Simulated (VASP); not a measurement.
# WS2 in VASP: further runs

WS2 is run at these levels: PBEsol; tasks: single point.

Everything below comes from runs of VASP 6.6.1. Logs are shortened: lines on timing, memory, paths and dates and some standing lists are left out, and cuts for length are marked.

## 1. The cell of the first run

The cell holds a slab with vacuum, 9 atoms: a = 3.189 Å, b = 3.193 Å, c = 28.535 Å, α = 90.09°, β = 89.66°, γ = 120.84°.

## 2. Single point, PBEsol

Contents of INCAR:

```
SYSTEM = WS2
PREC = Accurate ; ENCUT = 520
EDIFF = 1E-6 ; ISMEAR = 0
SIGMA = 0.02 ; LREAL = .False.
LASPH = .True. ; NELM = 60
ALGO = Normal ; ISIF = 2
LWAVE = .False. ; LCHARG = .False.
GGA = PS ; NBANDS = 49
```

Contents of KPOINTS:

```
regular mesh
0
Gamma
  1 1 1
  0 0 0
```

Contents of POSCAR:

```
WS2
1.0
    3.1892799466     -0.0245418244      0.0094448765
   -1.6158938167      2.7543110097     -0.0025461153
    0.0846645158      0.0225267146     28.5350036133
W S
3 6
Direct
    0.6849739743      0.3556432144      0.6623338414
    0.2963177032      0.6623619500      0.8830899239
    0.3399290225      0.6730352715      0.4374114061
    0.6327730888      0.2488294943      0.9405734841
    0.7096741604      0.3845132672      0.4920804753
    0.3861498754      0.6828011494      0.7121668778
    0.6191007761      0.3198080881      0.8310202070
    0.6804408431      0.3275026004      0.3819416202
    0.3668654855      0.7075846502      0.6078080724
```

Potentials or basis: VASP PAW PBE potentials, release 64 (W_sv, S).

The run is started by

```console
$ cat potpaw_PBE.64/W_sv/POTCAR potpaw_PBE.64/S/POTCAR > POTCAR
$ mpirun -np 1 vasp_gam > vasp.out
```

OUTCAR:

```text
SYSTEM = WS2
   PREC = Accurate
   ENCUT = 520
   EDIFF = 1E-6
   ISMEAR = 0
   LREAL = .False.
   LASPH = .True.
   NELM = 60
   ISIF = 2
   GGA = PS

 ion  position               nearest neighbor table
   1  0.685  0.356  0.662-   6 2.24   6 2.33   9 2.36   6 2.40   9 2.42   9 2.43
   2  0.296  0.662  0.883-   4 2.30   7 2.33   7 2.37   7 2.38   4 2.45   4 2.66
   3  0.340  0.673  0.437-   5 2.32   8 2.39   8 2.41   5 2.41   8 2.47   5 2.50
   4  0.633  0.249  0.941-   2 2.30   2 2.45   2 2.66
   5  0.710  0.385  0.492-   3 2.32   3 2.41   3 2.50
   6  0.386  0.683  0.712-   1 2.24   1 2.33   1 2.40
   7  0.619  0.320  0.831-   2 2.33   2 2.37   2 2.38
   8  0.680  0.328  0.382-   3 2.39   3 2.41   3 2.47
   9  0.367  0.708  0.608-   1 2.36   1 2.42   1 2.43

  LATTYP: Found a triclinic cell.
 ALAT       =     3.1893883559
 B/A-ratio  =     1.0012354673
 C/A-ratio  =     8.9468998197
 COS(alpha) =     0.0016177935
 COS(beta)  =     0.0059221814
 COS(gamma) =     0.5126438708

  Lattice vectors:

 A1 = (  -3.1892799466,   0.0245418244,  -0.0094448765)
 A2 = (  -1.6158938167,   2.7543110097,  -0.0025461153)
 A3 = (  -0.0846645158,  -0.0225267146, -28.5350036133)

Analysis of symmetry for initial positions (statically):
=====================================================================
 Subroutine PRICEL returns:
 Original cell was already a primitive cell.

 Routine SETGRP: Setting up the symmetry group for a
 triclinic supercell.

 Subroutine GETGRP returns: Found  1 space group operations
 (whereof  1 operations were pure point group operations)
 out of a pool of  2 trial point group operations.

The static configuration has the point symmetry C_1 .

Analysis of symmetry for dynamics (positions and initial velocities):
=====================================================================
 Subroutine PRICEL returns:
 Original cell was already a primitive cell.

 Routine SETGRP: Setting up the symmetry group for a
 triclinic supercell.

 Subroutine GETGRP returns: Found  1 space group operations
 (whereof  1 operations were pure point group operations)
 out of a pool of  2 trial point group operations.

The dynamic configuration has the point symmetry C_1 .

 Subroutine INISYM returns: Found  1 space group operations
 (whereof  1 operations are pure point group operations),
 and found     1 'primitive' translations

----------------------------------------------------------------------------------------

                                     Primitive cell

  volume of cell :     249.5252

  direct lattice vectors                    reciprocal lattice vectors
     3.189279947 -0.024541824  0.009444876     0.314975563  0.184788251 -0.001080425
    -1.615893817  2.754311010 -0.002546115     0.002807387  0.364713964 -0.000296250
     0.084664516  0.022526715 28.535003613    -0.000104004 -0.000028621  0.035045009

  length of vectors
     3.189388356  3.193328741 28.535138106     0.365181420  0.364724889  0.035045175

  position of ions in fractional coordinates (direct lattice)
     0.684973974  0.355643214  0.662333841
     0.296317703  0.662361950  0.883089924
     0.339929023  0.673035271  0.437411406
     0.632773089  0.248829494  0.940573484
     0.709674160  0.384513267  0.492080475
     0.386149875  0.682801149  0.712166878
     0.619100776  0.319808088  0.831020207
     0.680440843  0.327502600  0.381941620
     0.366865486  0.707584650  0.607808072

  ion indices of the primitive-cell ions
   primitive index   ion index
                 1           1
                 2           2
                 3           3
                 4           4
                 5           5
                 6           6
                 7           7
                 8           8
                 9           9

----------------------------------------------------------------------------------------

 KPOINTS: regular mesh

Automatic generation of k-mesh.
 Grid dimensions read from file:
 generate k-points for:    1    1    1

 Generating k-lattice:

  Cartesian coordinates                     Fractional coordinates (reciprocal lattice)
     0.314975563  0.184788251 -0.001080425     1.000000000  0.000000000  0.000000000
     0.002807387  0.364713964 -0.000296250    -0.000000000  1.000000000  0.000000000
    -0.000104004 -0.000028621  0.035045009    -0.000000000  0.000000000  1.000000000

  Length of vectors
     0.365181420  0.364724889  0.035045175

  Shift w.r.t. Gamma in fractional coordinates (k-lattice)
     0.000000000  0.000000000  0.000000000

 Subroutine IBZKPT returns following result:
 ===========================================

 Found      1 irreducible k-points:

 Following reciprocal coordinates:
            Coordinates               Weight
  0.000000  0.000000  0.000000      1.000000
   k-points           NKPTS =      1   k-points in BZ     NKDIM =      1   number of bands    NBANDS=     49
   number of dos      NEDOS =    301   number of ions     NIONS =      9
   total plane-waves  NPLWV = 124416
   dimension x,y,z NGX =    24 NGY =   24 NGZ =  216
   dimension x,y,z NGXF=    48 NGYF=   48 NGZF=  432
   ions per type =               3   6
   NGX,Y,Z   is equivalent  to a cutoff of  12.51, 12.49, 12.58 a.u.
   NGXF,Y,Z  is equivalent  to a cutoff of  25.02, 24.99, 25.17 a.u.
 SYSTEM =  WS2
   PREC   = accura    normal or accurate (medium, high low for compatibility)
   ISTART =      0    job   : 0-new  1-cont  2-samecut
   ICHARG =      2    charge: 1-file 2-atom 10-const
   ISPIN  =      1    spin polarized calculation?
   LNONCOLLINEAR =      F non collinear calculations
   LSORBIT =      F    spin-orbit coupling
   LASPH  =      T    aspherical Exc in radial PAW
   ENCUT  =  520.0 eV  38.22 Ry    6.18 a.u.   5.93  5.94 53.06*2*pi/ulx,y,z
   NELM   =     60;   NELMIN=  2; NELMDL= -5     # of ELM steps
   EDIFF  = 0.1E-05   stopping-criterion for ELM
   LREAL  =      F    real-space projection
   EDIFFG = 0.1E-04   stopping-criterion for IOM
   NSW    =      0    number of steps for IOM
   IBRION =     -1    ionic relax: 0-MD 1-quasi-New 2-CG
   NFREE  =      0    steps in history (QN), initial steepest desc. (CG)
   ISIF   =      2    stress and relaxation
   ISYM   =      2    0-nonsym 1-usesym 2-fastsym
   POTIM  = 0.5000    time-step for ionic-motion
   TEBEG  =    0.0;   TEEND  =   0.0 temperature during run
   PSTRESS=    0.0 pullay stress
   NELECT =      78.0000    total number of electrons
   NUPDOWN=      -1.0000    fix difference up-down
   EMIN   =  10.00;   EMAX   =-10.00  energy-range for DOS
   EFERMI =   0.00;   METHOD = LEGACY
   ISMEAR =     0;   SIGMA  =   0.02  broadening in eV -4-tet -1-fermi 0-gaus
   EFERMI_NEDOS =   21; number of points for ismear=-14 and -15
   IALGO  =     38    algorithm
   IMIX   =      4    mixing-type and parameters
     AMIX     =   0.40;   BMIX     =  1.00
     AMIX_MAG =   1.60;   BMIX_MAG =  1.00
  volume/ion in A,a.u.               =      27.73       187.10
  Fermi-wavevector in a.u.,A,eV,Ry     =   1.111053  2.099586 16.795569  1.234440
  Thomas-Fermi vector in A             =   2.247612
   LORBIT       =      0    0 simple, 1 ext, 2 COOP (PROOUT), +10 PAW based schemes
   GGA     = PS    functional components
   LHFCALC =     F    Hartree Fock is set to
   AEXX    =    0.0000 exact exchange contribution
   IVDW    =     0    specifies the selected vdW correction
   LEPSILON=     F    determine dielectric tensor
   LRPA    =     F    only Hartree local field effects (RPA)
 non-spin polarized calculation
 Gauss-broadening in eV      SIGMA  =   0.02
  energy-cutoff  :      520.00
  volume of cell :      249.53
 maximum number of plane-waves:      3330
 NGX is ok and might be reduce to    24
   NGX = 11   NGY = 11   NGZ =107

 number of electron      77.9999997 magnetization

 Free energy of the ion-electron system (eV)
  ---------------------------------------------------
  ext. energy  EPLUGINS =         0.00000000
  ---------------------------------------------------
  free energy    TOTEN  =       -49.34320893 eV

  energy without entropy =      -49.34320893  energy(sigma->0) =      -49.34320893

 E-fermi :   3.3256     XC(G=0):  -7.5710

 val. band max:        3.1924720154   @ k =   0.0000   0.0000   0.0000
 cond. band min:       4.1814303400   @ k =   0.0000   0.0000   0.0000
 fundamental gap:      0.9889583245
 Fermi energy:         3.3256498520

 k-point     1 :       0.0000    0.0000    0.0000
  band No.  band energies     occupation
      1     -70.3232      2.00000
      2     -70.1294      2.00000
      3     -69.8665      2.00000
      4     -34.6699      2.00000
      5     -34.6306      2.00000
      6     -34.5303      2.00000
      7     -34.5298      2.00000
      8     -34.4831      2.00000
      9     -34.4229      2.00000
     10     -34.3021      2.00000
     11     -34.2087      2.00000
     12     -33.9975      2.00000
     13     -13.3695      2.00000
     14     -13.1315      2.00000
     15     -12.7082      2.00000
     16     -11.7737      2.00000
     17     -11.6031      2.00000
     18     -11.2491      2.00000
     19      -4.7594      2.00000
     20      -4.3225      2.00000
     21      -3.9147      2.00000
     22      -1.2563      2.00000
     23      -1.0726      2.00000
     24      -0.9254      2.00000
     25      -0.7489      2.00000
     26      -0.6246      2.00000
     27      -0.4719      2.00000
     28      -0.1867      2.00000
     29      -0.1640      2.00000
     30      -0.1038      2.00000
     31       0.1260      2.00000
     32       0.2674      2.00000
     33       0.4947      2.00000
     34       0.5631      2.00000
     35       0.5874      2.00000
     36       1.3827      2.00000
     37       2.2288      2.00000
     38       2.6138      2.00000
     39       3.1925      2.00000
     40       4.1814      0.00000
     41       4.3979      0.00000
     42       4.4906      0.00000
     43       4.7029      0.00000
     44       4.7303      0.00000
     45       5.0206      0.00000
     46       5.0934      0.00000
     47       5.3001      0.00000
     48       5.4116      0.00000
     49       5.5122      0.00000

------------------------ aborting loop because EDIFF is reached ----------------------------------------

  FORCE on cell =-STRESS in cart. coord.  units (eV):
  Direction    XX          YY          ZZ          XY          YZ          ZX
  --------------------------------------------------------------------------------------
  -------------------------------------------------------------------------------------
  Total       30.1069094     30.7693188    -11.6133462     -0.1585799      1.4561573     -3.2166200
  in kB      193.3135925    197.5668600    -74.5681880     -1.0182266      9.3498472    -20.6536103
  external PRESSURE =     105.4374215 kB  Pullay stress =       0.0000000 kB

 VOLUME and BASIS-vectors are now :
 -----------------------------------------------------------------------------
  energy-cutoff  :      520.00
  volume of cell :      249.53
      direct lattice vectors                 reciprocal lattice vectors
     3.189279947 -0.024541824  0.009444876     0.314975563  0.184788251 -0.001080425
    -1.615893817  2.754311010 -0.002546115     0.002807387  0.364713964 -0.000296250
     0.084664516  0.022526715 28.535003613    -0.000104004 -0.000028621  0.035045009

 POSITION                                       TOTAL-FORCE (eV/Angst)
 -----------------------------------------------------------------------------------
      1.66597      0.97766     18.90526         3.004647      0.468940     -2.133626
     -0.05050      1.83697     25.20009         1.769734     -4.007306      1.162052
      0.03361      1.85526     12.48303         1.656230      1.528602     -0.568637
      1.69564      0.69101     26.84461        -1.184116      2.643397     -2.668378
      1.68368      1.05274     14.04724        -1.032161     -1.356549     -3.085232
      0.18850      1.88721     20.32359        -2.143325      0.093307     -0.809597
      1.52807      0.88438     23.71820        -0.572496      1.357385      2.338144
      1.67324      0.89395     10.90430        -0.625950     -0.172235      2.702463
      0.07811      1.95360     17.34547        -0.872561     -0.555539      3.062812
 -----------------------------------------------------------------------------------
    total drift:                                0.000201      0.000048     -0.000077

  FREE ENERGIE OF THE ION-ELECTRON SYSTEM (eV)
  ---------------------------------------------------
  free  energy   TOTEN  =       -49.3432089288 eV

  energy  without entropy=      -49.3432089288  energy(sigma->0) =      -49.34320893
```

Wall time 22 s (1 thread of AMD EPYC 9R45 (Zen 5), shared host); peak memory 0.28 GiB.

Results:

```
Free energy   : -49.3432 eV
Largest force : 4.532 eV/Å
```

Forces in eV/Å, atoms in the order of the input:
```
W    3.005  0.469 -2.134
W    1.770 -4.007  1.162
W    1.656  1.529 -0.569
S   -1.184  2.643 -2.668
S   -1.032 -1.357 -3.085
S   -2.143  0.093 -0.810
S   -0.572  1.357  2.338
S   -0.626 -0.172  2.702
S   -0.873 -0.556  3.063
```

Caveat: the k points lie up to 2.29 Å⁻¹ apart; the PAW data sets were made with another functional, which shifts forces and pressure a little; spin-orbit coupling is left out, which moves the levels of the heavy elements.

## 3. Single point, PBEsol

Contents of INCAR:

```
SYSTEM = WS2
PREC = Accurate
ENCUT = 520
EDIFF = 1E-6
ISMEAR = 0
SIGMA = 0.02
LREAL = .False.
LASPH = .True.
NELM = 100
ALGO = Normal
ISIF = 2
LWAVE = .False.
LCHARG = .False.
GGA = PS
NBANDS = 49
```

Contents of KPOINTS:

```
regular mesh
0
Gamma
  2 2 1
  0 0 0
```

POSCAR is that of step 2.

Potentials or basis: VASP PAW PBE potentials, release 64 (W_sv, S).

The run is started by

```console
$ cat potpaw_PBE.64/W_sv/POTCAR potpaw_PBE.64/S/POTCAR > POTCAR
$ mpirun -np 1 vasp_std > vasp.out
```

It took 59 s on 1 thread of AMD EPYC 9R45 (Zen 5), shared host; peak memory 0.31 GiB.

The run converged. Its results:

* Free energy: -71.6794 eV
* Largest force: 4.506 eV/Å
* Band gap on the k mesh: 1.11 eV

Forces on the atoms (eV/Å):
```
W    2.559  0.421 -3.369
W    1.374 -3.439  2.251
W    1.501  1.235 -0.687
S   -1.229  2.524 -0.225
S   -0.951 -1.419  0.589
S   -2.174  0.226  3.940
S   -0.128  0.918 -1.962
S   -0.549  0.184  0.033
S   -0.403 -0.649 -0.571
```

Levels at points of the mesh, in eV from the valence-band top:
```tsv
k point	band 35	band 36	band 37	band 38	band 39	band 40	band 41	band 42	band 43	band 44
(0.00, 0.00, 0.00)	-2.19	-1.57	-0.94	-0.61	0.00	1.11	1.51	1.63	1.90	1.93
(0.50, 0.00, 0.00)	-2.17	-2.15	-1.98	-1.53	-1.10	1.70	1.73	1.94	2.34	2.42
(0.00, 0.50, 0.00)	-2.25	-2.00	-1.70	-1.66	-1.50	1.61	1.79	1.87	2.32	2.41
(0.50, 0.50, 0.00)	-2.20	-2.02	-1.91	-1.70	-1.28	1.59	1.76	2.01	2.24	2.32
```

Caveat: the k points lie up to 1.15 Å⁻¹ apart; the PAW data sets were made with another functional, which shifts forces and pressure a little; spin-orbit coupling is left out, which moves the levels of the heavy elements.

## 4. Single point, PBEsol

INCAR: that of step 3 with these lines changed.

```diff
@@ -3,3 +3,3 @@
 ENCUT = 520
-EDIFF = 1E-6
+EDIFF = 1E-7
 ISMEAR = 0
```

Contents of KPOINTS:

```
Automatic mesh
0
Gamma
  4 4 1
  0 0 0
```

POSCAR is that of step 3.

The run is started by

```console
$ cat potpaw_PBE.64/W_sv/POTCAR potpaw_PBE.64/S/POTCAR > POTCAR
$ mpirun -np 1 vasp_std > vasp.out
```

It took 2.5 min on 1 thread of AMD EPYC 9R45 (Zen 5), shared host; peak memory 0.35 GiB.

It converged, with:

```
Free energy            : -75.1128 eV
Largest force          : 3.517 eV/Å
Band gap on the k mesh : 1.19 eV
```

Forces on the atoms (eV/Å):
```
W    1.915  0.265 -2.640
W    0.817 -2.363  1.687
W    1.062  0.849 -0.547
S   -0.919  1.960 -0.556
S   -0.717 -1.173  0.067
S   -1.807  0.304  3.001
S    0.111  0.405 -1.137
S   -0.344  0.324  0.491
S   -0.117 -0.571 -0.366
```

Levels at points of the mesh, in eV from the valence-band top:
```
           k point  band 36  band 37  band 38  band 39  band 40  band 41  band 42  band 43
(0.00, 0.00, 0.00)    -1.54    -0.87    -0.54     0.00     1.19     1.74     1.76     2.07
(0.50, 0.00, 0.00)    -1.97    -1.71    -1.41    -1.02     2.04     2.11     2.16     2.55
(0.00, 0.50, 0.00)    -1.95    -1.57    -1.43    -1.41     1.92     2.11     2.20     2.56
(0.50, 0.50, 0.00)    -1.97    -1.76    -1.46    -1.20     1.90     2.15     2.24     2.44
```

Caveat: the k points lie up to 0.57 Å⁻¹ apart; the PAW data sets were made with another functional, which shifts forces and pressure a little; spin-orbit coupling is left out, which moves the levels of the heavy elements.

## 5. Summary

```csv
k mesh,gap on the mesh (eV),largest force (eV/Å)
1 × 1 × 1,-,4.53
2 × 2 × 1,1.11,4.51
4 × 4 × 1,1.19,3.52
```

Alike in all rows: task single point; level PBEsol; potentials or basis VASP PAW PBE potentials, release 64 (W_sv, S); no spin polarisation; cell as given; cutoff (eV) 520; smearing gaussian 0.02 eV.

Caveats: all runs use coarse meshes; the PAW data sets were made with another functional, which shifts forces and pressure a little; spin-orbit coupling is left out, which moves the levels of the heavy elements.

Total energies depend on the potentials used, so only differences within one code and one set of settings carry meaning.
